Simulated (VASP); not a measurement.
Wanted: the native input for a VASP 6.6.1 run.

| Property | Result |
| --- | --- |
| Task | single point |
| Functional | PBEsol |
| Potentials or basis | VASP PAW PBE potentials, release 64 (Na_pv, Cl) |
| Cutoff | 500 eV |
| k mesh | 4 × 4 × 4 |
| Occupations | gaussian, width 0.01 eV |
| Spin | no spin polarisation |
| Dipole correction | no |
| Further INCAR settings | ALGO = Normal; EDIFF = 1e-06; NBANDS = 14 |

The structure of NaCl lies in POSCAR:

```
NaCl
1.0
    3.4595458649      0.0000000000      0.0000000000
    0.0000000000      3.4595458649      0.0000000000
    0.0000000000      0.0000000000      3.4595458649
Na Cl
1 1
Direct
    0.0000000000      0.0000000000      0.0000000000
    0.5000000000      0.5000000000      0.5000000000
```

The input as run:

INCAR

```
SYSTEM = NaCl
ALGO = Normal
EDIFF = 1E-6
ENCUT = 500
GGA = PS
GGA_COMPAT = .FALSE.
ISIF = 2
ISMEAR = 0
LASPH = .TRUE.
LCHARG = .TRUE.
LELF = .TRUE.
LREAL = .FALSE.
LVHAR = .TRUE.
LWAVE = .FALSE.
NBANDS = 14
NELM = 120
PREC = Accurate
SIGMA = 0.01
```

KPOINTS

```
k-points
0
G
  4 4 4
  0 0 0
```

Potentials or basis: VASP PAW PBE potentials, release 64 (Na_pv, Cl).

Command:

```sh
$ cat potpaw_PBE.64/Na_pv/POTCAR potpaw_PBE.64/Cl/POTCAR > POTCAR
$ mpirun -np 1 vasp_std > vasp.out
```

Results of the run:

```
Pressure               : -0.2 GPa
Band gap on the k mesh : 3.95 eV, indirect (least direct gap 4.48 eV)
```

Caveat: the k points lie up to 0.45 Å⁻¹ apart; the PAW data sets were made with another functional, which shifts forces and pressure a little.

Run time: 14 s on 1 thread of AMD EPYC 7R13, with other jobs on the host, peak memory 0.12 GiB.
